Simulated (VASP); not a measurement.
Write the native input for VASP 6.6.1 that does the following.

```yaml
Task: single point
Functional: LDA
Potentials_or_basis: VASP PAW LDA potentials, release 64 (Cd, Se)
Cutoff: 520 eV
k_mesh: 6 × 6 × 6
Occupations: fermi-dirac, width 0.05 eV
Spin: non-collinear spin, zero start, spin-orbit coupling
Starting_moments: "[[0.0, 0.0, 0.0], [0.0, 0.0, 0.0]] μB"
Dipole_correction: no
Further_INCAR_settings: ALGO = Normal; EDIFF = 1e-06; NBANDS = 30
```

The structure of CdSe lies in POSCAR:

```
CdSe
1.0
    0.0000000000      2.8739580000      2.8739580000
    2.8739580000      0.0000000000      2.8739580000
    2.8739580000      2.8739580000      0.0000000000
Cd Se
1 1
Direct
    0.0000000000      0.0000000000      0.0000000000
    0.5000000000      0.5000000000      0.5000000000
```

These files were run (other wordings do the same):

INCAR

```
SYSTEM = CdSe
PREC = Accurate
ENCUT = 520
EDIFF = 1E-6
ISMEAR = -1
SIGMA = 0.05
LREAL = .FALSE.
LASPH = .TRUE.
NELM = 150
ALGO = Normal
ISIF = 2
LWAVE = .FALSE.
LCHARG = .FALSE.
MAGMOM = 0 0 0 0 0 0
LORBIT = 11
LSORBIT = .TRUE.
GGA_COMPAT = .FALSE.
LORBMOM = .TRUE.
GGA = CA
NBANDS = 30
```

KPOINTS

```
Automatic mesh
0
G
  6 6 6
  0 0 0
```

Potentials or basis: VASP PAW LDA potentials, release 64 (Cd, Se).

Launch:

```console
$ cat potpaw_LDA.64/Cd/POTCAR potpaw_LDA.64/Se/POTCAR > POTCAR
$ mpirun -np 1 vasp_ncl > vasp.out
```

Results of the run:

```
Pressure                                              : -5.5 GPa
Net moment                                            : 0.00 μB per cell
Valence electrons inside the program's atomic spheres : Cd 10.21; Se 3.81
```

Caveat: the cell stands under tension.

Wall time 72 s on 1 thread of AMD EPYC 7R13, with other jobs on the host, peak memory 0.21 GiB.
